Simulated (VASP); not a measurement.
# SrPt3Pb2 in VASP: notebook

The runs below take SrPt3Pb2 through single point, with PBE.

All numbers are computed with VASP 6.6.1; they aren't measurements. Logs are shortened: lines on timing, memory, paths and dates and some standing lists are left out, and cuts for length are marked.

## Step 1: The cell of the first run

The cell holds an amorphous packing of atoms, 6 atoms: a = 6.661 Å, b = 4.680 Å, c = 4.845 Å, α = 80.43°, β = 82.15°, γ = 95.42°.

## Step 2: Single point, PBE

The input, INCAR:

```
SYSTEM = SrPt3Pb2
PREC = Accurate
ENCUT = 520
EDIFF = 1E-6
ISMEAR = 0
SIGMA = 0.1
LREAL = .False.
LASPH = .True.
NELM = 80
ALGO = Normal
ISIF = 2
LWAVE = .False.
LCHARG = .False.
GGA = PE
NBANDS = 43
```

The input, KPOINTS:

```
regular mesh
0
Gamma
  2 3 3
  0 0 0
```

The input, POSCAR:

```
SrPt3Pb2
1.0
    6.6518360000      0.2288710000      0.2740350000
   -0.6118810000      4.6347260000      0.2266650000
    0.4436470000      0.6382530000      4.7821050000
Sr Pt Pb
1 3 2
Direct
    0.4371160358      0.8422356099      0.3154823185
    0.8327014288      0.5435533131      0.4156989761
    0.0491627477      0.7011328240      0.8250733547
    0.1947503325      0.2391688145      0.5586661927
    1.0002896559      0.0855564273      0.1318381710
    0.5285395891      0.3568813525      0.8231302203
```

Potentials or basis: VASP PAW PBE potentials, release 64 (Sr_sv, Pt, Pb_d).

Command:

```sh
$ cat potpaw_PBE.64/Sr_sv/POTCAR potpaw_PBE.64/Pt/POTCAR potpaw_PBE.64/Pb_d/POTCAR > POTCAR
$ mpirun -np 1 vasp_std > vasp.out
```

OUTCAR:

```text
SYSTEM = SrPt3Pb2
   PREC = Accurate
   ENCUT = 520
   EDIFF = 1E-6
   ISMEAR = 0
   LREAL = .False.
   LASPH = .True.
   NELM = 80
   ISIF = 2
   GGA = PE

 ion  position               nearest neighbor table
   1  0.437  0.842  0.315-   4 2.87   6 3.05   4 3.08   2 3.16   6 3.22   3 3.26   5 3.40   6 3.59
                             5 3.76   6 3.78   3 3.83   2 4.07   2 4.15
   2  0.833  0.544  0.416-   6 2.60   5 2.73   3 2.76   5 2.96   3 2.96   4 3.02   1 3.16   1 4.07
                             1 4.15
   3  0.049  0.701  0.825-   5 2.53   4 2.66   2 2.76   4 2.87   2 2.96   5 2.98   1 3.26   5 3.61
                             6 3.69   6 3.71   1 3.83
   4  0.195  0.239  0.559-   3 2.66   5 2.74   6 2.77   5 2.84   1 2.87   3 2.87   2 3.02   1 3.08

   5  0.000  0.086  0.132-   3 2.53   2 2.73   4 2.74   4 2.84   2 2.96   3 2.98   1 3.40   3 3.61
                             6 3.65   1 3.76   6 3.89
   6  0.529  0.357  0.823-   2 2.60   4 2.77   1 3.05   1 3.22   1 3.59   5 3.65   3 3.69   3 3.71
                             1 3.78   5 3.89

  LATTYP: Found a triclinic cell.
 ALAT       =     4.8448650945
 B/A-ratio  =     1.5015154928
 C/A-ratio  =     1.6958156497
 COS(alpha) =     0.0017720396
 COS(beta)  =     0.3842318803
 COS(gamma) =     0.7729775348

  Lattice vectors:

 A1 = (   0.4436470000,   0.6382530000,   4.7821050000)
 A2 = (  -0.1682340000,   5.2729790000,   5.0087700000)
 A3 = (  -5.5963080000,  -4.2253440000,   4.2814050000)

Analysis of symmetry for initial positions (statically):
=====================================================================
 Subroutine PRICEL returns:
 Original cell was already a primitive cell.

 Routine SETGRP: Setting up the symmetry group for a
 triclinic supercell.

 Subroutine GETGRP returns: Found  1 space group operations
 (whereof  1 operations were pure point group operations)
 out of a pool of  2 trial point group operations.

The static configuration has the point symmetry C_1 .

Analysis of symmetry for dynamics (positions and initial velocities):
=====================================================================
 Subroutine PRICEL returns:
 Original cell was already a primitive cell.

 Routine SETGRP: Setting up the symmetry group for a
 triclinic supercell.

 Subroutine GETGRP returns: Found  1 space group operations
 (whereof  1 operations were pure point group operations)
 out of a pool of  2 trial point group operations.

The dynamic configuration has the point symmetry C_1 .

 Subroutine INISYM returns: Found  1 space group operations
 (whereof  1 operations are pure point group operations),
 and found     1 'primitive' translations

----------------------------------------------------------------------------------------

                                     Primitive cell

  volume of cell :     146.4895

  direct lattice vectors                    reciprocal lattice vectors
     6.651836000  0.228871000  0.274035000     0.150311627  0.020661127 -0.016702337
    -0.611881000  4.634726000  0.226665000    -0.006277456  0.216317217 -0.028288826
     0.443647000  0.638253000  4.782105000    -0.008315954 -0.011437100  0.211410898

  length of vectors
     6.661411208  4.680433791  4.844865094     0.152641526  0.218249405  0.211883294

  position of ions in fractional coordinates (direct lattice)
     0.437116036  0.842235610  0.315482319
     0.832701429  0.543553313  0.415698976
     0.049162748  0.701132824  0.825073355
     0.194750332  0.239168814  0.558666193
     0.000289656  0.085556427  0.131838171
     0.528539589  0.356881352  0.823130220

  ion indices of the primitive-cell ions
   primitive index   ion index
                 1           1
                 2           2
                 3           3
                 4           4
                 5           5
                 6           6

----------------------------------------------------------------------------------------

 KPOINTS: regular mesh

Automatic generation of k-mesh.
 Grid dimensions read from file:
 generate k-points for:    2    3    3

 Generating k-lattice:

  Cartesian coordinates                     Fractional coordinates (reciprocal lattice)
     0.075155814  0.010330564 -0.008351168     0.500000000  0.000000000  0.000000000
    -0.002092485  0.072105739 -0.009429609    -0.000000000  0.333333333  0.000000000
    -0.002771985 -0.003812367  0.070470299     0.000000000 -0.000000000  0.333333333

  Length of vectors
     0.076320763  0.072749802  0.070627765

  Shift w.r.t. Gamma in fractional coordinates (k-lattice)
     0.000000000  0.000000000  0.000000000

 Subroutine IBZKPT returns following result:
 ===========================================

 Found     10 irreducible k-points:

 Following reciprocal coordinates:
            Coordinates               Weight
  0.000000  0.000000  0.000000      1.000000
  0.500000 -0.000000  0.000000      1.000000
  0.000000  0.333333 -0.000000      2.000000
  0.500000  0.333333  0.000000      2.000000
 -0.000000  0.000000  0.333333      2.000000
  0.500000  0.000000  0.333333      2.000000
  0.000000  0.333333  0.333333      2.000000
  0.500000  0.333333  0.333333      2.000000
 -0.000000 -0.333333  0.333333      2.000000
  0.500000 -0.333333  0.333333      2.000000
   k-points           NKPTS =     10   k-points in BZ     NKDIM =     10   number of bands    NBANDS=     43
   number of dos      NEDOS =    301   number of ions     NIONS =      6
   total plane-waves  NPLWV =  64800
   dimension x,y,z NGX =    50 NGY =   36 NGZ =   36
   dimension x,y,z NGXF=   100 NGYF=   72 NGZF=   72
   ions per type =               1   3   2
   NGX,Y,Z   is equivalent  to a cutoff of  12.48, 12.79, 12.35 a.u.
   NGXF,Y,Z  is equivalent  to a cutoff of  24.96, 25.57, 24.71 a.u.
 SYSTEM =  SrPt3Pb2
   PREC   = accura    normal or accurate (medium, high low for compatibility)
   ISTART =      0    job   : 0-new  1-cont  2-samecut
   ICHARG =      2    charge: 1-file 2-atom 10-const
   ISPIN  =      1    spin polarized calculation?
   LNONCOLLINEAR =      F non collinear calculations
   LSORBIT =      F    spin-orbit coupling
   LASPH  =      T    aspherical Exc in radial PAW
   ENCUT  =  520.0 eV  38.22 Ry    6.18 a.u.  12.39  8.70  9.01*2*pi/ulx,y,z
   NELM   =     80;   NELMIN=  2; NELMDL= -5     # of ELM steps
   EDIFF  = 0.1E-05   stopping-criterion for ELM
   LREAL  =      F    real-space projection
   EDIFFG = 0.1E-04   stopping-criterion for IOM
   NSW    =      0    number of steps for IOM
   IBRION =     -1    ionic relax: 0-MD 1-quasi-New 2-CG
   NFREE  =      0    steps in history (QN), initial steepest desc. (CG)
   ISIF   =      2    stress and relaxation
   ISYM   =      2    0-nonsym 1-usesym 2-fastsym
   POTIM  = 0.5000    time-step for ionic-motion
   TEBEG  =    0.0;   TEEND  =   0.0 temperature during run
   PSTRESS=    0.0 pullay stress
   NELECT =      68.0000    total number of electrons
   NUPDOWN=      -1.0000    fix difference up-down
   EMIN   =  10.00;   EMAX   =-10.00  energy-range for DOS
   EFERMI =   0.00;   METHOD = LEGACY
   ISMEAR =     0;   SIGMA  =   0.10  broadening in eV -4-tet -1-fermi 0-gaus
   EFERMI_NEDOS =   21; number of points for ismear=-14 and -15
   IALGO  =     38    algorithm
   IMIX   =      4    mixing-type and parameters
     AMIX     =   0.40;   BMIX     =  1.00
     AMIX_MAG =   1.60;   BMIX_MAG =  1.00
  volume/ion in A,a.u.               =      24.41       164.76
  Fermi-wavevector in a.u.,A,eV,Ry     =   1.267581  2.395380 21.861309  1.606761
  Thomas-Fermi vector in A             =   2.400721
   LORBIT       =      0    0 simple, 1 ext, 2 COOP (PROOUT), +10 PAW based schemes
   GGA     = PE    functional components
   LHFCALC =     F    Hartree Fock is set to
   AEXX    =    0.0000 exact exchange contribution
   IVDW    =     0    specifies the selected vdW correction
   LEPSILON=     F    determine dielectric tensor
   LRPA    =     F    only Hartree local field effects (RPA)
 non-spin polarized calculation
 Gauss-broadening in eV      SIGMA  =   0.10
  energy-cutoff  :      520.00
  volume of cell :      146.49
 maximum number of plane-waves:      3952
 NGX is ok and might be reduce to    50
   NGX = 25   NGY = 17   NGZ = 17

 number of electron      68.0000000 magnetization

 Free energy of the ion-electron system (eV)
  ---------------------------------------------------
  ext. energy  EPLUGINS =         0.00000000
  ---------------------------------------------------
  free energy    TOTEN  =       -27.10518277 eV

  energy without entropy =      -27.08457402  energy(sigma->0) =      -27.09487840

 E-fermi :   6.5873     XC(G=0): -10.6196

 val. band max:        6.5191735240   @ k =   0.0000   0.3333   0.3333
 cond. band min:       6.6041937854   @ k =   0.0000   0.3333  -0.0000
 fundamental gap:      0.0850202614
 Fermi energy:         6.5872899242

 k-point     1 :       0.0000    0.0000    0.0000
  band No.  band energies     occupation
      1     -28.4199      2.00000
      2     -10.7401      2.00000
      3     -10.6175      2.00000
      4     -10.5191      2.00000
      5     -10.3391      2.00000
      6     -10.3346      2.00000
[... 35 lines left out ...]
     42      11.2583      0.00000
     43      11.8138      0.00000

 k-point     2 :       0.5000   -0.0000    0.0000
  band No.  band energies     occupation
      1     -28.4198      2.00000
      2     -10.7350      2.00000
      3     -10.6386      2.00000
      4     -10.5208      2.00000
      5     -10.3300      2.00000
      6     -10.3148      2.00000
[... 35 lines left out ...]
     42      11.3210      0.00000
     43      12.0333      0.00000

 k-point     3 :       0.0000    0.3333   -0.0000
  band No.  band energies     occupation
      1     -28.4181      2.00000
      2     -10.9370      2.00000
      3     -10.6007      2.00000
      4     -10.5710      2.00000
      5     -10.3482      2.00000
      6     -10.3167      2.00000
[... 275 lines left out ...]
      6     -10.3144      2.00000
[... 35 lines left out ...]
     42      11.8881      0.00000
     43      12.2211      0.00000

 k-point    10 :       0.5000   -0.3333    0.3333
  band No.  band energies     occupation
      1     -28.4173      2.00000
      2     -10.9399      2.00000
      3     -10.6156      2.00000
      4     -10.5823      2.00000
      5     -10.3319      2.00000
      6     -10.3110      2.00000
[... 35 lines left out ...]
     42      11.4509      0.00000
     43      11.8978      0.00000

------------------------ aborting loop because EDIFF is reached ----------------------------------------

  FORCE on cell =-STRESS in cart. coord.  units (eV):
  Direction    XX          YY          ZZ          XY          YZ          ZX
  --------------------------------------------------------------------------------------
  -------------------------------------------------------------------------------------
  Total        1.6406738      7.7712867      8.1280270      0.1546221     -2.3375770     -1.5874241
  in kB       17.9442909     84.9957062     88.8974269      1.6911249    -25.5664238    -17.3618914
  external PRESSURE =      63.9458080 kB  Pullay stress =       0.0000000 kB

 VOLUME and BASIS-vectors are now :
 -----------------------------------------------------------------------------
  energy-cutoff  :      520.00
  volume of cell :      146.49
      direct lattice vectors                 reciprocal lattice vectors
     6.651836000  0.228871000  0.274035000     0.150311627  0.020661127 -0.016702337
    -0.611881000  4.634726000  0.226665000    -0.006277456  0.216317217 -0.028288826
     0.443647000  0.638253000  4.782105000    -0.008315954 -0.011437100  0.211410898

 POSITION                                       TOTAL-FORCE (eV/Angst)
 -----------------------------------------------------------------------------------
      2.53224      4.20493      1.81936         0.441262     -0.631318     -0.048919
      5.39083      2.97512      2.33931         0.753824     -0.587450     -0.442811
      0.26405      3.78742      4.11798         0.397706     -2.140596     -0.709062
      1.39695      1.50962      2.77918        -0.783833      1.031571      0.191744
      0.00807      0.48074      0.64994        -1.081103      2.118348      0.929354
      3.66257      2.30038      4.16203         0.272143      0.209445      0.079694
 -----------------------------------------------------------------------------------
    total drift:                                0.000233     -0.000128     -0.000085

  FREE ENERGIE OF THE ION-ELECTRON SYSTEM (eV)
  ---------------------------------------------------
  free  energy   TOTEN  =       -27.1051827737 eV

  energy  without entropy=      -27.0845740186  energy(sigma->0) =      -27.09487840
```

Wall time 66 s (1 thread of Intel Xeon Platinum 8488C (Sapphire Rapids), shared host); peak memory 0.26 GiB.

Results:

```yaml
Free_energy: -27.1052 eV
Pressure: 6.4 GPa
Largest_force: 2.553 eV/Å
Band_gap_on_the_k_mesh: zero (band 34 reaches 7.15 eV, above the bottom of band 35 at 6.29 eV)
```

Forces in eV/Å, atoms in the order of the input:
```
Sr   0.441 -0.631 -0.049
Pt   0.754 -0.587 -0.443
Pt   0.398 -2.141 -0.709
Pt  -0.784  1.032  0.192
Pb  -1.081  2.118  0.929
Pb   0.272  0.209  0.080
```

Stress tensor (GPa, compression positive):
```
 1.79  0.17 -1.74
 0.17  8.50 -2.56
-1.74 -2.56  8.89
```

Levels at points of the mesh, in eV from the Fermi level:
```
           k point  band 31  band 32  band 33  band 34  band 35  band 36  band 37  band 38
(0.00, 0.00, 0.00)    -1.34    -1.26    -0.08     0.57     1.00     1.44     1.81     2.58
(0.50, 0.00, 0.00)    -1.13    -0.77    -0.57     0.38     0.77     1.54     2.23     2.42
```

Caveat: the k points lie up to 0.48 Å⁻¹ apart; spin-orbit coupling is left out, which moves the levels of the heavy elements.

## Step 3: Single point, PBE

The input, INCAR:

```
SYSTEM = SrPt3Pb2
ALGO = Normal ; EDIFF = 1E-7
ENCUT = 520 ; GGA = PE
ISIF = 2 ; ISMEAR = 0
LASPH = .True. ; LCHARG = .False.
LREAL = .False. ; LWAVE = .False.
NBANDS = 43 ; NELM = 80
PREC = Accurate ; SIGMA = 0.1
```

The input, KPOINTS:

```
k-points
0
Gamma
  2 3 3
  0 0 0
```

The input, POSCAR:

```
SrPt3Pb2
1.0
    6.6518360000      0.2288710000      0.2740350000
   -0.6118810000      4.6347260000      0.2266650000
    0.4436470000      0.6382530000      4.7821050000
Sr Pt Pb
1 3 2
Direct
    0.4264177862      0.8395067232      0.2993056009
    0.8205989625      0.5314684151      0.4289462224
    0.0544095460      0.6914651035      0.8185922188
    0.2005401222      0.2482268448      0.5490092020
    1.0050190608      0.0841022519      0.1447786204
    0.5293378695      0.3714421295      0.8197523824
```

Potentials or basis: VASP PAW PBE potentials, release 64 (Sr_sv, Pt, Pb_d).

Command:

```sh
$ cat potpaw_PBE.64/Sr_sv/POTCAR potpaw_PBE.64/Pt/POTCAR potpaw_PBE.64/Pb_d/POTCAR > POTCAR
$ mpirun -np 1 vasp_std > vasp.out
```

OUTCAR:

```text
SYSTEM = SrPt3Pb2
   EDIFF = 1E-7
   ENCUT = 520
   GGA = PE
   ISIF = 2
   ISMEAR = 0
   LASPH = .True.
   LREAL = .False.
   NELM = 80
   PREC = Accurate

 ion  position               nearest neighbor table
   1  0.426  0.840  0.299-   4 2.86   4 3.00   6 3.06   2 3.20   3 3.22   6 3.25   5 3.26   6 3.49
                             3 3.72   5 3.85   6 3.91   2 4.08   2 4.16   5 4.53
   2  0.821  0.531  0.429-   6 2.48   3 2.76   5 2.80   5 2.96   4 3.05   3 3.08   1 3.20   1 4.08
                             1 4.16
   3  0.054  0.691  0.819-   5 2.63   4 2.74   2 2.76   4 2.81   5 2.98   2 3.08   1 3.22   5 3.54
                             6 3.63   6 3.67   1 3.72
   4  0.201  0.248  0.549-   5 2.67   3 2.74   6 2.77   3 2.81   1 2.86   5 2.94   1 3.00   2 3.05
[... 661 lines left out ...]
  Total        3.7523685      5.8768122      8.1679401      0.7436164     -2.5670538     -2.2811962
  in kB       41.0402067     64.2755599     89.3339622      8.1330418    -28.0762451    -24.9497781
  external PRESSURE =      64.8832429 kB  Pullay stress =       0.0000000 kB

 VOLUME and BASIS-vectors are now :
 -----------------------------------------------------------------------------
  energy-cutoff  :      520.00
  volume of cell :      146.49
      direct lattice vectors                 reciprocal lattice vectors
     6.651836000  0.228871000  0.274035000     0.150311627  0.020661127 -0.016702337
    -0.611881000  4.634726000  0.226665000    -0.006277456  0.216317217 -0.028288826
     0.443647000  0.638253000  4.782105000    -0.008315954 -0.011437100  0.211410898

 POSITION                                       TOTAL-FORCE (eV/Angst)
 -----------------------------------------------------------------------------------
      2.45557      4.17951      1.73845         0.819580     -0.573227     -0.071271
      5.32359      2.92480      2.39660         1.706940     -0.041506     -1.611038
      0.30199      3.73967      4.08624         0.262681     -0.952692     -0.103434
      1.42564      1.54677      2.73664        -0.900459      0.526035      0.905121
      0.04616      0.48334      0.71278        -1.338064      1.110797     -0.077528
      3.65747      2.36589      4.14939        -0.550678     -0.069407      0.958150
 -----------------------------------------------------------------------------------
    total drift:                               -0.000409      0.000063      0.000230

  FREE ENERGIE OF THE ION-ELECTRON SYSTEM (eV)
  ---------------------------------------------------
  free  energy   TOTEN  =       -27.0181423018 eV

  energy  without entropy=      -26.9996209375  energy(sigma->0) =      -27.00888162
```

stdout:

```text
POSCAR found type information on POSCAR SrPtPb
 POSCAR found :  3 types and       6 ions
 scaLAPACK will be used
 LDA part: xc-table for (Slater+PW92), standard interpolation
 POSCAR, INCAR and KPOINTS ok, starting setup
 FFT: planning ... GRIDC
 FFT: planning ... GRID_SOFT
 FFT: planning ... GRID
 WAVECAR not read
 entering main loop
```

Wall time 66 s (1 thread of Intel Xeon Platinum 8488C (Sapphire Rapids), shared host); peak memory 0.27 GiB.

What came out:

```yaml
Free_energy: -27.0181 eV
Pressure: 6.5 GPa
Largest_force: 2.348 eV/Å
Band_gap_on_the_k_mesh: zero (band 34 reaches 6.96 eV, above the bottom of band 35 at 6.23 eV)
```

Forces on the atoms (eV/Å):
```
Sr   0.820 -0.573 -0.071
Pt   1.707 -0.042 -1.611
Pt   0.263 -0.953 -0.103
Pt  -0.900  0.526  0.905
Pb  -1.338  1.111 -0.078
Pb  -0.551 -0.069  0.958
```

Caveat: the k points lie up to 0.48 Å⁻¹ apart; spin-orbit coupling is left out, which moves the levels of the heavy elements.

(Continued in part 2 of 2.)
